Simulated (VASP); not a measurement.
HfAu, 4 atoms in the cell. The typed cell holds 4 atoms: a = 3.464 Å, b = 3.464 Å, c = 6.284 Å, α = 90.00°, β = 90.00°, γ = 90.00°. 

| Property | Result |
| --- | --- |
| Program | VASP 6.6.1 |
| Task | single point |
| Functional | PBEsol |
| Potentials or basis | VASP PAW PBE potentials, release 64 (Hf_pv, Au) |
| Cutoff | 520 eV |
| k mesh | 6 × 6 × 4 |
| Occupations | fermi-dirac, width 0.1 eV |
| Spin | no spin polarisation |
| Dipole correction | no |
| Further INCAR settings | ALGO = Normal; EDIFF = 1e-06; NBANDS = 29 |

Potentials or basis: VASP PAW PBE potentials, release 64 (Hf_pv, Au).

Command:

```console
$ cat potpaw_PBE.64/Hf_pv/POTCAR potpaw_PBE.64/Au/POTCAR > POTCAR
$ mpirun -np 1 vasp_std > vasp.out
```

Hardware: 1 thread of Intel(R) Xeon(R) Platinum 8259CL CPU @ 2.50GHz (Skylake/Cascade Lake), on a shared host.

**Question.** How long does it take, and how much memory?

**Answer.** Run time: 72 s on 1 thread of Intel(R) Xeon(R) Platinum 8259CL CPU @ 2.50GHz (Skylake/Cascade Lake), on a shared host, peak memory 0.24 GiB. Counts: scf iterations 14, k points 48.
